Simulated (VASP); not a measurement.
# Hg: single point with PBE

Hg:

```xyz
1
Lattice="1.7120 1.1043 2.2603 -1.7120 1.1043 2.2603 0.0000 -2.0590 2.1934" Properties=species:S:1:pos:R:3 pbc="T T T"
Hg    0.0000    0.0000    0.0000
```

This cell differs from its parent crystal: strained.

* Program: VASP 6.6.1
* Task: single point
* Functional: PBE
* Potentials or basis: VASP PAW PBE potentials, release 64 (Hg)
* Cutoff: 520 eV
* k mesh: 14 × 14 × 14
* Occupations: gaussian, width 0.1 eV
* Spin: no spin polarisation

| Item | Value |
| --- | --- |
| Pressure | 4.3 GPa |
| Band gap on the k mesh | zero (band 6 reaches 4.07 eV, above the bottom of band 7 at 0.68 eV) |

Stress tensor (GPa, compression positive):
```
 4.32  0.00  0.00
 0.00  4.05 -0.23
 0.00 -0.23  4.65
```

Levels at points of the mesh, in eV from the Fermi level:
```csv
k point,band 3,band 4,band 5,band 6,band 7,band 8,band 9,band 10
"(0.00, 0.00, 0.00)",-7.54,-6.43,-6.22,-6.13,11.75,12.33,12.46,16.50
"(0.50, 0.00, 0.00)",-6.32,-6.28,-5.90,-2.25,-1.83,11.26,12.69,16.35
"(0.50, 0.50, 0.00)",-6.16,-6.06,-5.52,-0.47,0.05,5.35,10.47,10.53
"(0.00, 0.00, 0.50)",-6.47,-6.39,-6.02,-2.38,-1.91,12.96,13.32,16.45
"(0.50, 0.00, 0.50)",-6.24,-5.94,-5.45,0.24,0.92,4.15,9.39,9.97
"(0.50, 0.50, 0.50)",-7.15,-5.60,-5.51,0.08,1.35,7.95,9.68,11.22
```

Run time: 44 s on 1 thread of Intel(R) Xeon(R) 6975P-C (Granite Rapids) (shared host), peak memory 0.31 GiB.

Caveat: the cell differs from its parent crystal (strained); spin-orbit coupling is left out, which moves the levels of the heavy elements.
